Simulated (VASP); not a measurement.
A run of VASP 6.6.1:

The input INCAR:

```
SYSTEM = LiH
PREC = Accurate ; ENCUT = 520
EDIFF = 1E-6 ; ISMEAR = -1
SIGMA = 0.047 ; LREAL = .FALSE.
LASPH = .TRUE. ; NELM = 60
ALGO = Normal ; ISIF = 2
LWAVE = .FALSE. ; LCHARG = .FALSE.
GGA = PE ; NBANDS = 9
```

File KPOINTS:

```
regular mesh
0
G
  8 8 8
  0 0 0
```

Contents of POSCAR:

```
LiH
1.0
    0.0000000000      2.0086193919      2.0086193919
    2.0086193919      0.0000000000      2.0086193919
    2.0086193919      2.0086193919      0.0000000000
Li H
1 1
Direct
    0.0000000000      0.0000000000      0.0000000000
    0.5000000000      0.5000000000      0.5000000000
```

Potentials or basis: VASP PAW PBE potentials, release 64 (Li_sv, H).

The run is started by

```console
$ cat potpaw_PBE.64/Li_sv/POTCAR potpaw_PBE.64/H/POTCAR > POTCAR
$ mpirun -np 1 vasp_std > vasp.out
```

Hardware: 1 thread of Intel(R) Xeon(R) Platinum 8375C CPU @ 2.90GHz (Ice Lake), on a shared host.

Q: How long does it take, and how much memory?

A: Run time: 6.9 s on 1 thread of Intel(R) Xeon(R) Platinum 8375C CPU @ 2.90GHz (Ice Lake) (shared host), peak memory 0.12 GiB. Counts: scf iterations 11, k points 29.
